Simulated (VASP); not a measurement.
Crystal: ZrBeF4.

```
CELL_PARAMETERS angstrom
0.00000 3.40209 3.40209
3.40209 0.00000 3.40209
3.40209 3.40209 0.00000
ATOMIC_POSITIONS crystal
Zr 0.00000 0.00000 0.00000
Be 0.75000 0.75000 0.75000
F 0.87500 0.37500 0.37500
F 0.37500 0.37500 0.37500
F 0.37500 0.87500 0.37500
F 0.37500 0.37500 0.87500
```

The cell was built from a structure type or drawn by symmetry, and may not be a known phase.

```yaml
Program: VASP 6.6.1
Task: relaxation of cell and atoms
Functional: PBE
Potentials_or_basis: VASP PAW PBE potentials, release 64 (Zr_sv, Be, F)
Cutoff: 600 eV
k_mesh: 4 × 4 × 4
Occupations: gaussian, width 0.1 eV
Spin: no spin polarisation
```

At the start: pressure -14.0 GPa; volume 13.13 Å³/atom.

Problem. How do energy, volume and symmetry change on relaxing?

Solution. Over 6 steps the energy falls by 116.6 meV/atom and the volume is 10.88 Å³/atom (-17.1 %); space group F-43m (No. 216, to 0.1 Å) before and after.

The path:
```
step  energy change (eV)  largest force (eV/Å)  pressure (GPa)  volume (Å³)
   1              0.0000                0.0995          -14.00        78.75
   2             -0.6928                0.0811           -1.84        66.39
   3             -0.6989                0.1051           -0.11        65.36
   4             -0.6987                0.1113            0.33        65.11
   5             -0.6995                0.0553           -0.08        65.33
   6             -0.6997                0.0034            0.05        65.26
```

Final structure:
```xyz
6
Lattice="0.0000 3.1955 3.1955 3.1955 0.0000 3.1955 3.1955 3.1955 0.0000" Properties=species:S:1:pos:R:3 pbc="T T T"
Zr    3.1955    3.1955    0.0000
Be    4.7932    4.7932    4.7932
F     2.3959    3.9951    3.9951
F     2.3959    2.3959    2.3959
F     3.9951    2.3959    3.9951
F     3.9951    3.9951    2.3959
```

Caveat: the volume moved by over 15 % at a fixed basis, so the end points are rough.
